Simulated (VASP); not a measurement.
Input of a VASP 6.6.1 run:

The input INCAR:

```
PREC = Accurate
ENCUT = 600
EDIFF = 1E-6
ISMEAR = -1
SIGMA = 0.1
LREAL = F
LASPH = T
NELM = 60
ALGO = Normal
ISIF = 3
LWAVE = F
LCHARG = F
GGA = B5
ALDAX = 1.0
AGGAX = 1.0
AGGAC = 1.0
ALDAC = 0.0
IBRION = 2
NSW = 80
EDIFFG = -0.01
```

KPOINTS

```
Automatic mesh
0
Gamma
  5 5 5
```

File POSCAR:

```
Pt
1.0
    4.9427962708      0.0000000000      0.0000000000
    0.0000000000      4.9427962708      0.0000000000
    0.0000000000      0.0000000000      4.9427962708
Pt
8
Direct
    0.0000000000      0.0000000000      0.0000000000
    0.5000000000      0.5000000000      0.5000000000
    0.2500000000      0.0000000000      0.5000000000
    0.7500000000      0.0000000000      0.5000000000
    0.5000000000      0.2500000000      0.0000000000
    0.5000000000      0.7500000000      0.0000000000
    0.0000000000      0.5000000000      0.2500000000
    0.0000000000      0.5000000000      0.7500000000
```

Potentials or basis: VASP PAW PBE potentials, release 64 (Pt).

Run with:

```sh
$ cat potpaw_PBE.64/Pt/POTCAR > POTCAR
$ mpirun -np 1 vasp_std > vasp.out
```

What does it give for the relaxed volume?

17.37 Å³/atom.

Estimate the relaxed cell.

a = 5.180 Å, b = 5.180 Å, c = 5.180 Å, α = 90.00°, β = 90.00°, γ = 90.00°.

Predict the space group after relaxing (to 0.05 Å).

Pm-3n (No. 223).

Final structure:
```yaml
crystal:
  lattice:
    - [5.17982, 0.00000, 0.00000]
    - [0.00000, 5.17982, 0.00000]
    - [0.00000, 0.00000, 5.17982]
  atoms:
    - { symbol: Pt, position: [0.00000, 0.00000, 0.00000] }
    - { symbol: Pt, position: [0.50000, 0.50000, 0.50000] }
    - { symbol: Pt, position: [0.25000, 0.00000, 0.50000] }
    - { symbol: Pt, position: [0.75000, 0.00000, 0.50000] }
    - { symbol: Pt, position: [0.50000, 0.25000, 0.00000] }
    - { symbol: Pt, position: [0.50000, 0.75000, 0.00000] }
    - { symbol: Pt, position: [0.00000, 0.50000, 0.25000] }
    - { symbol: Pt, position: [0.00000, 0.50000, 0.75000] }
```

Caveat: the volume moved by over 15 % at a fixed basis, so the end points are rough; the PAW data sets were made with another functional, which shifts forces and pressure a little.
